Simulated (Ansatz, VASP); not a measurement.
**LiF in VASP and in Ansatz**

The input INCAR:

```
PREC = Accurate ; ENCUT = 520
EDIFF = 1E-6 ; ISMEAR = 0
SIGMA = 0.05 ; LREAL = F
LASPH = T ; NELM = 100
ALGO = Normal ; ISIF = 2
LWAVE = F ; LCHARG = F
GGA = CA ; NBANDS = 18
```

The input KPOINTS:

```
Automatic mesh
0
Gamma
  9 9 6
```

File POSCAR:

```
LiF
1.0
    3.0830010715      0.0000000000      0.0000000000
   -1.5415005357      2.6699572478      0.0000000000
    0.0000000000      0.0000000000      5.2204457143
Li F
2 2
Direct
    0.3333333333      0.6666666667      0.3839784076
    0.6666666667      0.3333333333      0.8839784076
    0.3333333333      0.6666666667      0.9910195924
    0.6666666667      0.3333333333      0.4910195924
```

Input for Ansatz:

```yaml
crystal:
  lattice:
    - [3.0830010715, 0.0, 0.0]
    - [-1.5415005357, 2.6699572478, 0.0]
    - [0.0, 0.0, 5.2204457143]
  atoms:
    - { symbol: Li, position: [0.3333333333, 0.6666666667, 0.3839784076] }
    - { symbol: Li, position: [0.6666666667, 0.3333333333, 0.8839784076] }
    - { symbol: F, position: [0.3333333333, 0.6666666667, 0.9910195924] }
    - { symbol: F, position: [0.6666666667, 0.3333333333, 0.4910195924] }
basis:
  ecutwfc: 520.0
kpoints:
  mp_grid: { grid: [9, 9, 6] }
hamiltonian:
  xc: lda
scf:
  occupations: { method: gaussian, width: 0.05 }
output:
  forces: true
  stress: true
  eigenvalues: true
  write_density: true
  write_potential: true
  elf: true
  volumetric_format: npy
```

Alike in both runs: task single point; functional LDA; k mesh 9 × 9 × 6; occupations gaussian, width 0.05 eV; no spin polarisation.

|  | VASP | Ansatz |
| --- | --- | --- |
| version | VASP 6.6.1 | Ansatz 0.2.0 |
| potentials or method | VASP PAW LDA potentials, release 64 (Li_sv, F), cutoff 520 eV | scalar-relativistic, plane waves, PAW |
| valence electrons in the cell | 20 | 20 |

VASP gave:

```
gap on the k mesh at the Fermi level (eV) : 7.13
least direct gap on the mesh (eV)         : 7.13
rms of the force components (eV/Å)        : 0.085
```

Question: Estimate Ansatz's values.

Answer: gap on the k mesh at the Fermi level (eV): 7.14; least direct gap on the mesh (eV): 7.14; rms of the force components (eV/Å): 0.081.

LDA's correlation is that of Perdew and Zunger in VASP and of Perdew and Wang (1992) in Ansatz. Atom by atom the forces differ by 0.004 eV/Å (rms over components).

Noted on VASP's run: the cutoff is short for stress, so the pressure is rough.
